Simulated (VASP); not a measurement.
Wanted: the native input for a VASP 6.6.1 run.

```
Task                   : relaxation of cell and atoms
Functional             : PBE
Potentials or basis    : VASP PAW PBE potentials, release 64 (Br)
Cutoff                 : 600 eV
k mesh                 : 13 × 13 × 13
Occupations            : fermi-dirac, width 0.05 eV
Spin                   : no spin polarisation
Dipole correction      : no
Further INCAR settings : ALGO = Normal; EDIFF = 1e-06; IBRION = 2; EDIFFG = -0.01; NSW = 80; ISIF = 3
```

The structure of Br lies in POSCAR:

```
Br
1.0
    3.0600000000      0.0000000000      0.0000000000
    0.0000000000      3.0600000000      0.0000000000
    0.0000000000      0.0000000000      3.0600000000
Br
1
Direct
    0.0000000000      0.0000000000      0.0000000000
```

One way to write it, as run:

INCAR

```
SYSTEM = Br
ALGO = Normal
EDIFF = 1E-6
EDIFFG = -0.01
ENCUT = 600
GGA = PE
IBRION = 2
ISIF = 3
ISMEAR = -1
LASPH = .TRUE.
LCHARG = .FALSE.
LREAL = .FALSE.
LWAVE = .FALSE.
NELM = 60
NSW = 80
PREC = Accurate
SIGMA = 0.05
```

KPOINTS

```
k-points
0
G
  13 13 13
  0 0 0
```

Potentials or basis: VASP PAW PBE potentials, release 64 (Br).

The run is started by

```console
$ cat potpaw_PBE.64/Br/POTCAR > POTCAR
$ mpirun -np 1 vasp_std > vasp.out
```

Results of the run:

```
Relaxed volume                        : 29.79 Å³/atom
Relaxed cell                          : a = 3.100 Å, b = 3.100 Å, c = 3.100 Å, α = 90.00°, β = 90.00°, γ = 90.00°
Space group after relaxing (to 0.1 Å) : Pm-3m (No. 221)
Energy gained by relaxing             : 4.4 meV/atom
Ionic steps                           : 3
Pressure after relaxing               : 0.1 GPa
Band gap on the k mesh                : zero (an odd number of electrons rules out a gap without spin polarisation)
```

Caveat: an odd number of electrons without spin polarisation forces a metal; a magnetic or distorted state may lie lower.

Run time: 29 s on 1 thread of Intel Xeon 8259CL, with other jobs on the host, peak memory 0.15 GiB.
